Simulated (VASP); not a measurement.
Here is a VASP 6.6.1 calculation.

The input INCAR:

```
ALGO     = Fast           # electronic algorithm
EDIFF    = 1E-6           # SCF threshold, eV
ENCUT    = 520            # plane-wave cutoff, eV
GGA      = PS             # functional
ISIF     = 2              # what is computed and relaxed
ISMEAR   = 0              # smearing method
LASPH    = T              # aspherical terms in the spheres
LCHARG   = F              # write CHGCAR
LREAL    = F              # projectors in reciprocal space
LWAVE    = F              # write WAVECAR
NBANDS   = 18             # bands
NELM     = 100            # most SCF steps
PREC     = Accurate       # precision mode
SIGMA    = 0.15           # smearing width, eV
```

File KPOINTS:

```
k-points
0
Gamma
  18 18 10
```

The input POSCAR:

```
Sc
1.0
    3.2095339604      0.0000000000      0.0000000000
   -1.6047669802      2.9514681261      0.0000000000
    0.0000000000      0.0000000000      5.2680000000
Sc
2
Direct
    0.3333333333      0.6666666667      0.2500000000
    0.6666666667      0.3333333333      0.7500000000
```

Potentials or basis: VASP PAW PBE potentials, release 64 (Sc_sv).

Run with:

```sh
$ cat potpaw_PBE.64/Sc_sv/POTCAR > POTCAR
$ mpirun -np 1 vasp_std > vasp.out
```

**Question.** Estimate the pressure.

**Answer.** -2.7 GPa.

**Question.** What does it give for the band gap on the k mesh?

**Answer.** Zero (bands 11 and 12 overlap by 1.36 eV).

Forces in eV/Å, atoms in the order of the input:
```
Sc   0.000  0.088  0.000
Sc   0.000 -0.088  0.000
```

Caveat: the cell differs from its parent crystal (strain -0.0300 x Voigt [1, -1, 0, 0, 0, 0]); the PAW data sets were made with another functional, which shifts forces and pressure a little.
